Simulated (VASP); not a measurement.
Input of a VASP 6.6.1 run:

File POSCAR:

```
Ir
1.0
    0.0000000000      1.9158009572      1.9158009572
    1.9158009572      0.0000000000      1.9158009572
    1.9158009572      1.9158009572      0.0000000000
Ir
1
Direct
    0.0000000000      0.0000000000      0.0000000000
```

File INCAR.step1:

```
SYSTEM = Ir
PREC = Accurate
ENCUT = 600
ISMEAR = 0
SIGMA = 0.1
LREAL = .FALSE.
LASPH = .TRUE.
NELM = 60
GGA = PE
ALGO = Normal
EDIFF = 1E-4
LWAVE = .TRUE.
LCHARG = .FALSE.
```

Contents of INCAR.step2:

```
SYSTEM = Ir
PREC = Accurate
ENCUT = 600
EDIFF = 1E-6
ISMEAR = 0
SIGMA = 0.1
LREAL = .FALSE.
LASPH = .TRUE.
NELM = 60
ALGO = Normal
ISIF = 3
LWAVE = .FALSE.
LCHARG = .FALSE.
METAGGA = R2SCAN
LMIXTAU = .TRUE.
IBRION = 2
NSW = 70
EDIFFG = -0.008
PSTRESS = 10.0
ISTART = 1
```

Contents of KPOINTS:

```
regular mesh
0
G
  18 18 18
  0 0 0
```

Potentials or basis: VASP PAW PBE potentials, release 64 (Ir).

Launch:

```sh
$ cat potpaw_PBE.64/Ir/POTCAR > POTCAR
$ cp INCAR.step1 INCAR
$ mpirun -np 1 vasp_std > vasp.out
$ cp INCAR.step2 INCAR
$ mpirun -np 1 vasp_std > vasp.out
```

Predict the relaxed cell.

a = 2.722 Å, b = 2.722 Å, c = 2.722 Å, α = 60.00°, β = 60.00°, γ = 60.00°.

Predict the space group after relaxing (to 0.1 Å).

Fm-3m (No. 225).

Estimate the band gap on the k mesh.

zero (an odd number of electrons rules out a gap without spin polarisation).

What does it give for the relaxed volume?

14.26 Å³/atom.

Final structure:
```cif
data_structure
_symmetry_space_group_name_H-M 'P 1'
_symmetry_Int_Tables_number 1
_cell_length_a 2.7218
_cell_length_b 2.7218
_cell_length_c 2.7218
_cell_angle_alpha 60.000
_cell_angle_beta 60.000
_cell_angle_gamma 60.000
_cell_volume 14.26
loop_
_atom_site_label
_atom_site_type_symbol
_atom_site_fract_x
_atom_site_fract_y
_atom_site_fract_z
_atom_site_occupancy
Ir1 Ir 0.00000 0.00000 0.00000 1
```

Caveat: the cell is relaxed towards a set pressure, so the run minimises the enthalpy, not the energy; the PAW data sets were made with another functional, which shifts forces and pressure a little; spin-orbit coupling is left out, which moves the levels of the heavy elements.
